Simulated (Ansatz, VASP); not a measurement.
One calculation of LiF, two programs

Contents of INCAR:

```
SYSTEM = LiF
PREC = Accurate
ENCUT = 520
EDIFF = 1E-6
ISMEAR = 0
SIGMA = 0.1
LREAL = .False.
LASPH = .True.
NELM = 100
ALGO = Normal
ISIF = 2
LWAVE = .False.
LCHARG = .False.
GGA = PE
NBANDS = 24
```

File KPOINTS:

```
regular mesh
0
Gamma
  6 6 4
  0 0 0
```

File POSCAR:

```
LiF
1.0
    3.3381930700      0.0000000000      0.0000000000
   -1.6690965300      2.8909600000      0.0000000000
    0.0000000000      0.0000000000      4.9080102700
Li F
3 3
Direct
    0.4986685000      0.8358859400      0.6738170100
    0.5743802200      0.2454604700      0.2345866100
    0.7545395300      0.3289197600      0.9012532800
    0.1641140600      0.6627825600      0.3404836700
    0.3372174400      0.5013315000      0.0071503400
    0.6710802400      0.4256197800      0.5679199500
```

Input for Ansatz:

```yaml
crystal:
  lattice:
    - [3.33819307, 0.0, 0.0]
    - [-1.66909653, 2.89096, 0.0]
    - [0.0, 0.0, 4.90801027]
  atoms:
    - { symbol: Li, position: [0.4986685, 0.83588594, 0.67381701] }
    - { symbol: Li, position: [0.57438022, 0.24546047, 0.23458661] }
    - { symbol: Li, position: [0.75453953, 0.32891976, 0.90125328] }
    - { symbol: F, position: [0.16411406, 0.66278256, 0.34048367] }
    - { symbol: F, position: [0.33721744, 0.5013315, 0.00715034] }
    - { symbol: F, position: [0.67108024, 0.42561978, 0.56791995] }
basis:
  ecutwfc: 420
kpoints:
  mp_grid: { grid: [6, 6, 4] }
hamiltonian:
  xc: pbe
scf:
  occupations: { method: gaussian, width: 0.1 }
  lower_state_search: "off"
output:
  forces: true
  stress: true
  eigenvalues: true
```

Alike in both runs: task single point; functional PBE; k mesh 6 × 6 × 4; occupations gaussian, width 0.1 eV; no spin polarisation.

|  | VASP | Ansatz |
| --- | --- | --- |
| version | VASP 6.6.1 | Ansatz 0.2.0 |
| potentials or method | VASP PAW PBE potentials, release 64 (Li_sv, F), cutoff 520 eV | scalar-relativistic, plane waves, PAW |
| valence electrons in the cell | 30 | 30 |

Ansatz gave:

| Property | Result |
| --- | --- |
| gap on the k mesh at the Fermi level (eV) | 2.94 |
| least direct gap on the mesh (eV) | 3.19 |
| rms of the force components (eV/Å) | 2.645 |

Q: What did VASP give for the same quantities?

A: gap on the k mesh at the Fermi level (eV): 2.93; least direct gap on the mesh (eV): 3.18; rms of the force components (eV/Å): 2.634.

Atom by atom the forces differ by 0.030 eV/Å (rms over components).

Noted on VASP's run: the cutoff is under 1.25 times that of the potentials, so the pressure is a little rough.
